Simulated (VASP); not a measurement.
Sn2S: single point with PBE

The system is Sn2S.

```
Sn S
1.0
     4.93934    0.00000    0.00000
     0.00000    4.93934    0.00000
     0.00000    0.00000    7.05816
Sn S
4 2
Direct
  0.00000 0.50000 0.19337
  0.00000 0.50000 0.69337
  0.50000 0.00000 0.30663
  0.50000 0.00000 0.80663
  0.00000 0.00000 0.00000
  0.50000 0.50000 0.50000
```

```
Program             : VASP 6.6.1
Task                : single point
Functional          : PBE
Potentials or basis : VASP PAW PBE potentials, release 64 (Sn_d, S)
Cutoff              : 520 eV
k mesh              : 4 × 4 × 4
Occupations         : gaussian, width 0.1 eV
Spin                : no spin polarisation
```

```json
{
  "Pressure": "-0.3 GPa",
  "Largest force": "0.034 eV/Å",
  "Band gap on the k mesh": "zero (bands 34 and 35 overlap by 0.68 eV)"
}
```

Forces on the atoms (eV/Å):
```
Sn   0.000  0.000 -0.034
Sn   0.000  0.000 -0.034
Sn   0.000  0.000  0.034
Sn   0.000  0.000  0.034
S    0.000  0.000  0.000
S    0.000  0.000  0.000
```

Stress tensor (GPa, compression positive):
```
-0.33  0.00  0.00
 0.00 -0.33  0.00
 0.00  0.00 -0.20
```

Levels at points of the mesh, in eV from the Fermi level:
```tsv
k point	band 31	band 32	band 33	band 34	band 35	band 36	band 37	band 38
(0.00, 0.00, 0.00)	-3.10	-1.84	-1.25	-0.58	-0.58	-0.23	2.20	2.20
(0.50, 0.00, 0.00)	-2.12	-2.12	0.00	0.00	0.71	0.71	1.46	1.46
(0.50, 0.50, 0.00)	-2.15	-2.15	-0.48	-0.48	1.94	1.94	1.98	1.98
(0.00, 0.00, 0.50)	-2.37	-2.37	0.10	0.10	0.33	0.33	1.15	1.15
(0.50, 0.00, 0.50)	-1.18	-1.18	-0.11	-0.11	0.06	0.06	1.58	1.58
(0.50, 0.50, 0.50)	-2.04	-2.04	-0.57	-0.57	-0.23	-0.23	2.50	2.50
```

Wall time 3.8 min on 1 thread of Intel(R) Xeon(R) Platinum 8259CL CPU @ 2.50GHz (Skylake/Cascade Lake), on a shared host, peak memory 0.32 GiB.

Caveat: semilocal functionals underestimate gaps, so a narrow gap can read as zero; spin-orbit coupling is left out, which moves the levels of the heavy elements.
